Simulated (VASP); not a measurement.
# BeTe (I4_1/amd) in VASP: relaxation of cell and atoms with PBE

Aim: the relaxation of cell and atoms of BeTe with PBE.

Program: VASP 6.6.1. These are calculated values, not measurements. Logs are shortened: lines on timing, memory, paths and dates and some standing lists are left out, and cuts for length are marked.

## 1. The cell of the first run

Symmetry: I4_1/amd, No. 141, tetragonal system. Conventional cell: a = 3.571 Å, b = 3.571 Å, c = 18.854 Å, α = 90.00°, β = 90.00°, γ = 90.00°. Within 3.3 Å of Be (site symmetry -4m2) lie 4 Te at 2.53 Å. Within 3.3 Å of Te (site symmetry -4m2) lie 4 Be at 2.53 Å.

The cell was generated, and may not be a known phase.

## 2. Relaxation of cell and atoms, PBE

Contents of INCAR:

```
SYSTEM = BeTe
  PREC = Accurate
  ENCUT = 600
  EDIFF = 1E-6
  ISMEAR = 0
  SIGMA = 0.1
  LREAL = .FALSE.
  LASPH = .TRUE.
  NELM = 100
  ALGO = Fast
  ISIF = 3
  LWAVE = .FALSE.
  LCHARG = .FALSE.
  GGA = PE
  IBRION = 2
  NSW = 100
  EDIFFG = -0.01
  KPAR = 4
```

Contents of KPOINTS:

```
Automatic mesh
0
G
  18 18 18
  0 0 0
```

Contents of POSCAR:

```
BeTe
1.0
   -1.7854723537      1.7854723537      9.4268359280
    1.7854723537     -1.7854723537      9.4268359280
    1.7854723537      1.7854723537     -9.4268359280
Be Te
2 2
Direct
    0.0000000000      0.0000000000      0.0000000000
    0.7500000000      0.2500000000      0.5000000000
    0.5000000000      0.5000000000      0.0000000000
    0.2500000000      0.7500000000      0.5000000000
```

Potentials or basis: VASP PAW PBE potentials, release 64 (Be, Te).

Started as:

```
cat potpaw_PBE.64/Be/POTCAR potpaw_PBE.64/Te/POTCAR > POTCAR
mpirun -np 4 vasp_std > vasp.out
```

OUTCAR:

```text
SYSTEM = BeTe
   PREC = Accurate
   ENCUT = 600
   EDIFF = 1E-6
   ISMEAR = 0
   LREAL = .FALSE.
   LASPH = .TRUE.
   NELM = 100
   ISIF = 3
   GGA = PE
   IBRION = 2
   NSW = 100
   EDIFFG = -0.01

 ion  position               nearest neighbor table
   1  0.000  0.000  0.000-   3 2.53   3 2.53   3 2.53   3 2.53
   2  0.750  0.250  0.500-   4 2.53   4 2.53   4 2.53   4 2.53
   3  0.500  0.500  0.000-   1 2.53   1 2.53   1 2.53   1 2.53
   4  0.250  0.750  0.500-   2 2.53   2 2.53   2 2.53   2 2.53

  LATTYP: Found a body centered tetragonal cell.
 ALAT       =     3.5709447074
 C/A-ratio  =     5.2797434295

  Lattice vectors:

 A1 = (  -1.7854723537,   1.7854723537,   9.4268359280)
 A2 = (   1.7854723537,  -1.7854723537,   9.4268359280)
 A3 = (   1.7854723537,   1.7854723537,  -9.4268359280)

Analysis of symmetry for initial positions (statically):
=====================================================================
 Subroutine PRICEL returns:
 Original cell was already a primitive cell.

 Routine SETGRP: Setting up the symmetry group for a
 body centered tetragonal supercell.

 Subroutine GETGRP returns: Found 16 space group operations
 (whereof  8 operations were pure point group operations)
 out of a pool of 16 trial point group operations.

The static configuration has the point symmetry D_2d.
 The point group associated with its full space group is D_4h.

Analysis of symmetry for dynamics (positions and initial velocities):
=====================================================================
 Subroutine PRICEL returns:
 Original cell was already a primitive cell.

 Routine SETGRP: Setting up the symmetry group for a
 body centered tetragonal supercell.

 Subroutine GETGRP returns: Found 16 space group operations
 (whereof  8 operations were pure point group operations)
 out of a pool of 16 trial point group operations.

The dynamic configuration has the point symmetry D_2d.
 The point group associated with its full space group is D_4h.

 Subroutine INISYM returns: Found 16 space group operations
 (whereof  8 operations are pure point group operations),
 and found     1 'primitive' translations

----------------------------------------------------------------------------------------

                                     Primitive cell

  volume of cell :     120.2077

  direct lattice vectors                    reciprocal lattice vectors
    -1.785472354  1.785472354  9.426835928     0.000000000  0.280037940  0.053040066
     1.785472354 -1.785472354  9.426835928     0.280037940  0.000000000  0.053040066
     1.785472354  1.785472354 -9.426835928     0.280037940  0.280037940  0.000000000

  length of vectors
     9.759152559  9.759152559  9.759152559     0.285016660  0.285016660  0.396033453

  position of ions in fractional coordinates (direct lattice)
     0.000000000  0.000000000  0.000000000
     0.750000000  0.250000000  0.500000000
     0.500000000  0.500000000  0.000000000
     0.250000000  0.750000000  0.500000000

  ion indices of the primitive-cell ions
   primitive index   ion index
                 1           1
                 2           2
                 3           3
                 4           4

----------------------------------------------------------------------------------------

 KPOINTS: Automatic mesh

Automatic generation of k-mesh.
 Grid dimensions read from file:
 generate k-points for:   18   18   18

 Generating k-lattice:

  Cartesian coordinates                     Fractional coordinates (reciprocal lattice)
     0.000000000  0.015557663  0.002946670     0.055555556  0.000000000  0.000000000
     0.015557663  0.000000000  0.002946670     0.000000000  0.055555556  0.000000000
     0.015557663  0.015557663  0.000000000     0.000000000  0.000000000  0.055555556

  Length of vectors
     0.015834259  0.015834259  0.022001858

  Shift w.r.t. Gamma in fractional coordinates (k-lattice)
     0.000000000  0.000000000  0.000000000

 Subroutine IBZKPT returns following result:
 ===========================================

 Found    480 irreducible k-points:

 Following reciprocal coordinates:
            Coordinates               Weight
  0.000000  0.000000  0.000000      1.000000
  0.055556 -0.000000  0.000000      8.000000
  0.111111 -0.000000  0.000000      8.000000
  0.166667  0.000000 -0.000000      8.000000
  0.222222  0.000000  0.000000      8.000000
  0.277778  0.000000  0.000000      8.000000
[... 16 lines left out ...]
 -0.277778  0.055556  0.000000     16.000000
 -0.222222  0.055556  0.000000     16.000000
 [... further k-points ...]
   k-points           NKPTS =    480   k-points in BZ     NKDIM =    480   number of bands    NBANDS=     12
   number of dos      NEDOS =    301   number of ions     NIONS =      4
   total plane-waves  NPLWV = 512000
   dimension x,y,z NGX =    80 NGY =   80 NGZ =   80
   dimension x,y,z NGXF=   160 NGYF=  160 NGZF=  160
   ions per type =               2   2
   NGX,Y,Z   is equivalent  to a cutoff of  13.63, 13.63, 13.63 a.u.
   NGXF,Y,Z  is equivalent  to a cutoff of  27.26, 27.26, 27.26 a.u.
 SYSTEM =  BeTe
   PREC   = accura    normal or accurate (medium, high low for compatibility)
   ISTART =      0    job   : 0-new  1-cont  2-samecut
   ICHARG =      2    charge: 1-file 2-atom 10-const
   ISPIN  =      1    spin polarized calculation?
   LNONCOLLINEAR =      F non collinear calculations
   LSORBIT =      F    spin-orbit coupling
   LASPH  =      T    aspherical Exc in radial PAW
   ENCUT  =  600.0 eV  44.10 Ry    6.64 a.u.  19.49 19.49 19.49*2*pi/ulx,y,z
   NELM   =    100;   NELMIN=  2; NELMDL= -5     # of ELM steps
   EDIFF  = 0.1E-05   stopping-criterion for ELM
   LREAL  =      F    real-space projection
   EDIFFG = -.1E-01   stopping-criterion for IOM
   NSW    =    100    number of steps for IOM
   IBRION =      2    ionic relax: 0-MD 1-quasi-New 2-CG
   NFREE  =      1    steps in history (QN), initial steepest desc. (CG)
   ISIF   =      3    stress and relaxation
   ISYM   =      2    0-nonsym 1-usesym 2-fastsym
   POTIM  = 0.5000    time-step for ionic-motion
   TEBEG  =    0.0;   TEEND  =   0.0 temperature during run
   PSTRESS=    0.0 pullay stress
   NELECT =      16.0000    total number of electrons
   NUPDOWN=      -1.0000    fix difference up-down
   EMIN   =  10.00;   EMAX   =-10.00  energy-range for DOS
   EFERMI =   0.00;   METHOD = LEGACY
   ISMEAR =     0;   SIGMA  =   0.10  broadening in eV -4-tet -1-fermi 0-gaus
   EFERMI_NEDOS =   21; number of points for ismear=-14 and -15
   IALGO  =     68    algorithm
   IMIX   =      4    mixing-type and parameters
     AMIX     =   0.40;   BMIX     =  1.00
     AMIX_MAG =   1.60;   BMIX_MAG =  1.00
  volume/ion in A,a.u.               =      30.05       202.80
  Fermi-wavevector in a.u.,A,eV,Ry     =   0.835867  1.579560  9.506043  0.698674
  Thomas-Fermi vector in A             =   1.949497
   LORBIT       =      0    0 simple, 1 ext, 2 COOP (PROOUT), +10 PAW based schemes
   GGA     = PE    functional components
   LHFCALC =     F    Hartree Fock is set to
   AEXX    =    0.0000 exact exchange contribution
   IVDW    =     0    specifies the selected vdW correction
   LEPSILON=     F    determine dielectric tensor
   LRPA    =     F    only Hartree local field effects (RPA)
 conjugate gradient relaxation of ions
 non-spin polarized calculation
 RMM-DIIS sequential band-by-band and
 Gauss-broadening in eV      SIGMA  =   0.10
  energy-cutoff  :      600.00
  volume of cell :      120.21
 maximum number of plane-waves:      4046
 NGX is ok and might be reduce to    80
   NGX = 39   NGY = 39   NGZ = 39

--------------------------------------- Ionic step        1  -------------------------------------------

 number of electron      15.9999999 magnetization

 Free energy of the ion-electron system (eV)
  ---------------------------------------------------
  ext. energy  EPLUGINS =         0.00000000
  ---------------------------------------------------
  free energy    TOTEN  =       -12.21895861 eV

  energy without entropy =      -12.21263886  energy(sigma->0) =      -12.21579874

------------------------ aborting loop because EDIFF is reached ----------------------------------------

  FORCE on cell =-STRESS in cart. coord.  units (eV):
  Direction    XX          YY          ZZ          XY          YZ          ZX
  --------------------------------------------------------------------------------------
  -------------------------------------------------------------------------------------
  Total        0.0794950      0.0794950      0.0108408      0.0000000      0.0000000      0.0000000
  in kB        1.0595421      1.0595421      0.1444903      0.0000000      0.0000000      0.0000000
  external PRESSURE =       0.7545248 kB  Pullay stress =       0.0000000 kB

 VOLUME and BASIS-vectors are now :
 -----------------------------------------------------------------------------
  energy-cutoff  :      600.00
  volume of cell :      120.21
      direct lattice vectors                 reciprocal lattice vectors
    -1.785472354  1.785472354  9.426835928     0.000000000  0.280037940  0.053040066
     1.785472354 -1.785472354  9.426835928     0.280037940  0.000000000  0.053040066
     1.785472354  1.785472354 -9.426835928     0.280037940  0.280037940  0.000000000

 POSITION                                       TOTAL-FORCE (eV/Angst)
 -----------------------------------------------------------------------------------
      0.00000      0.00000      0.00000         0.000000      0.000000      0.000000
     -0.00000      1.78547      4.71342         0.000000     -0.000000      0.000000
      0.00000      0.00000      9.42684        -0.000000      0.000000      0.000000
      1.78547     -0.00000      4.71342         0.000000     -0.000000     -0.000000
 -----------------------------------------------------------------------------------
    total drift:                                0.000000     -0.000000      0.000000

  FREE ENERGIE OF THE ION-ELECTRON SYSTEM (eV)
  ---------------------------------------------------
  free  energy   TOTEN  =       -12.2189586085 eV

  energy  without entropy=      -12.2126388640  energy(sigma->0) =      -12.21579874

--------------------------------------- Ionic step        2  -------------------------------------------

 number of electron      15.9999999 magnetization

 Free energy of the ion-electron system (eV)
  ---------------------------------------------------
  ext. energy  EPLUGINS =         0.00000000
  ---------------------------------------------------
  free energy    TOTEN  =       -12.21899696 eV

  energy without entropy =      -12.21257722  energy(sigma->0) =      -12.21578709

 E-fermi :   2.6615     XC(G=0):  -7.6524

 val. band max:        2.6568777825   @ k =  -0.3889   0.3889   0.0556
 cond. band min:       2.6874147207   @ k =  -0.3333   0.3333   0.3333
 fundamental gap:      0.0305369382
 Fermi energy:         2.6615108736

 k-point     1 :       0.0000    0.0000    0.0000
  band No.  band energies     occupation
      1      -9.4119      2.00000
      2      -9.3238      2.00000
      3      -0.7586      2.00000
      4       0.3578      2.00000
      5       1.4269      2.00000
      6       1.4269      2.00000
      7       1.4273      2.00000
      8       1.4273      2.00000
      9       4.8054      0.00000
     10       5.1440      0.00000
     11       6.3595      0.00000
     12       7.7953      0.00000

 k-point     2 :       0.0556   -0.0000    0.0000
  band No.  band energies     occupation
      1      -9.3862      2.00000
      2      -9.2987      2.00000
      3      -0.7236      2.00000
      4       0.3861      2.00000
      5       1.1678      2.00000
      6       1.1757      2.00000
      7       1.4624      2.00000
      8       1.4675      2.00000
      9       4.9641      0.00000
     10       5.3057      0.00000
     11       6.4048      0.00000
     12       7.9435      0.00000
[... 316 lines left out ...]
 k-point    24 :      -0.2222    0.0556    0.0000
  band No.  band energies     occupation
      1      -8.9981      2.00000
      2      -8.9197      2.00000
      3      -0.9587      2.00000
      4      -0.9260      2.00000
      5      -0.1895      2.00000
      6       0.8447      2.00000
      7       1.7356      2.00000
      8       1.7526      2.00000
      9       6.1879      0.00000
     10       6.4843      0.00000
     11       6.6204      0.00000
     12       6.7993      0.00000

 [... further k-points ...]
[... 5 lines left out ...]
  --------------------------------------------------------------------------------------
  -------------------------------------------------------------------------------------
  Total       -0.0394401     -0.0394401      0.0159723      0.0000000      0.0000000      0.0000000
  in kB       -0.5245982     -0.5245982      0.2124493      0.0000000      0.0000000      0.0000000
  external PRESSURE =      -0.2789157 kB  Pullay stress =       0.0000000 kB

 VOLUME and BASIS-vectors are now :
 -----------------------------------------------------------------------------
  energy-cutoff  :      600.00
  volume of cell :      120.45
      direct lattice vectors                 reciprocal lattice vectors
    -1.787184198  1.787184198  9.428068458     0.000000000  0.279769707  0.053033132
     1.787184198 -1.787184198  9.428068458     0.279769707  0.000000000  0.053033132
     1.787184198  1.787184198 -9.428068458     0.279769707  0.279769707  0.000000000

 POSITION                                       TOTAL-FORCE (eV/Angst)
 -----------------------------------------------------------------------------------
      0.00000      0.00000      0.00000        -0.000000      0.000000      0.000000
      0.00000      1.78718      4.71403         0.000000      0.000000      0.000000
      1.78718      1.78718      0.00000         0.000000     -0.000000     -0.000000
      1.78718      0.00000      4.71403        -0.000000      0.000000      0.000000
 -----------------------------------------------------------------------------------
    total drift:                               -0.000000     -0.000000      0.000000

  FREE ENERGIE OF THE ION-ELECTRON SYSTEM (eV)
  ---------------------------------------------------
  free  energy   TOTEN  =       -12.2189969602 eV

  energy  without entropy=      -12.2125772236  energy(sigma->0) =      -12.21578709

 reached required accuracy - stopping structural energy minimisation
```

It took 42 min on 4 MPI ranks of Oxide Virtual Turin-like, shared host; peak memory 1.7 GiB.

What came out:

- Free energy: -12.2190 eV
- Relaxed volume: 30.11 Å³/atom
- Relaxed cell: a = 9.761 Å, b = 9.761 Å, c = 9.761 Å, α = 158.90°, β = 158.90°, γ = 30.01°
- Space group after relaxing (to 0.1 Å): I4_1/amd (No. 141)
- Energy gained by relaxing: 0.0 meV/atom
- Ionic steps: 2
- Pressure after relaxing: 0.0 GPa
- Band gap on the k mesh: zero (bands 8 and 9 overlap by 1.44 eV)

Final structure:
```
CELL_PARAMETERS angstrom
-1.78718 1.78718 9.42807
1.78718 -1.78718 9.42807
1.78718 1.78718 -9.42807
ATOMIC_POSITIONS crystal
Be 0.00000 0.00000 0.00000
Be 0.75000 0.25000 0.50000
Te 0.50000 0.50000 0.00000
Te 0.25000 0.75000 0.50000
```

Levels at points of the mesh, in eV from the Fermi level:
```csv
k point,band 4,band 5,band 6,band 7,band 8,band 9,band 10,band 11,band 12
"(0.00, 0.00, 0.00)",-2.30,-1.23,-1.23,-1.23,-1.23,2.14,2.48,3.70,5.13
"(0.50, 0.00, 0.00)",-5.91,-1.42,-0.96,0.95,0.98,1.29,1.93,3.20,3.23
"(0.50, 0.50, 0.00)",-4.84,-4.84,-4.84,-0.98,-0.98,-0.07,-0.07,3.18,3.18
"(0.50, 0.50, 0.50)",-2.93,-1.26,-1.26,-1.20,-1.20,2.40,2.40,5.04,5.04
```

Caveat: spin-orbit coupling is left out, which moves the levels of the heavy elements.

The gap in the log of VASP goes by the Fermi energy; the results here count the filled bands.